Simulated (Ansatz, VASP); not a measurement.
**ZnSe: VASP beside Ansatz**

```xyz
2
Lattice="0.0000 2.8338 2.9188 2.8338 0.0000 2.9188 2.8338 2.8338 0.0000" Properties=species:S:1:pos:R:3 pbc="T T T"
Zn    0.0000    0.0000    0.0000
Se    4.2507    4.2507    4.3782
```

Change from the starting cell: zz strain of +3 %, crystal datasets.

Alike in both runs: task electric field gradients; functional LDA; k mesh 8 × 8 × 8; occupations fermi-dirac, width 0.03 eV; no spin polarisation.

```csv
,VASP,Ansatz
version,VASP 6.6.1,Ansatz 0.2.0
potentials or method,"VASP PAW LDA potentials, release 64 (Zn, Se), cutoff 520 eV","all-electron PAW with datasets made for the crystal, scalar-relativistic"
```

Ansatz gave:

* pressure (GPa): -4.9
* traceless stress, the component that is largest in VASP (GPa): -0.83
* size of Vzz on the site where it differs most (V/Å²): 13.3

**Question.** What did VASP give for the same quantities?

**Answer.** Pressure (GPa): -4.7; traceless stress, the component that is largest in VASP (GPa): -0.82; size of Vzz on the site where it differs most (V/Å²): 12.8.

LDA's correlation is that of Perdew and Zunger in VASP and of Perdew and Wang (1992) in Ansatz. Ansatz ran all-electron here, and VASP with PAW potentials.
